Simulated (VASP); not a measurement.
Set up this calculation in VASP 6.6.1, as the native input.

* Task: single point
* Functional: PBE
* Potentials or basis: VASP PAW PBE potentials, release 64 (Cs_sv)
* Cutoff: 520 eV
* k mesh: 12 × 12 × 12
* Occupations: gaussian, width 0.15 eV
* Spin: no spin polarisation
* Dipole correction: no
* Further INCAR settings: ALGO = Fast; EDIFF = 1e-07; NBANDS = 10

The structure of Cs lies in POSCAR:

```
Cs
1.0
   -3.2834830242      3.2834830242      2.5611167589
    3.2834830242     -3.2834830242      2.5611167589
    3.2834830242      3.2834830242     -2.5611167589
Cs
1
Direct
    0.0000000000      0.0000000000      0.0000000000
```

This cell differs from its parent crystal: ratio of the length along z to the lengths across it x 0.78, volume and fractional coordinates fixed.

These files were run (other wordings do the same):

INCAR

```
SYSTEM = Cs
  ALGO = Fast
  EDIFF = 1E-7
  ENCUT = 520
  GGA = PE
  ISIF = 2
  ISMEAR = 0
  LASPH = .True.
  LCHARG = .False.
  LREAL = .False.
  LWAVE = .False.
  NBANDS = 10
  NELM = 60
  PREC = Accurate
  SIGMA = 0.15
```

KPOINTS

```
k-points
0
Gamma
  12 12 12
  0 0 0
```

Potentials or basis: VASP PAW PBE potentials, release 64 (Cs_sv).

Run with:

```console
$ cat potpaw_PBE.64/Cs_sv/POTCAR > POTCAR
$ mpirun -np 1 vasp_std > vasp.out
```

It gave:

The pressure is 0.2 GPa.

Wall time 100 s on 1 thread of AMD EPYC 9R45 96-Core Processor (Zen 5) (shared host), peak memory 0.32 GiB.
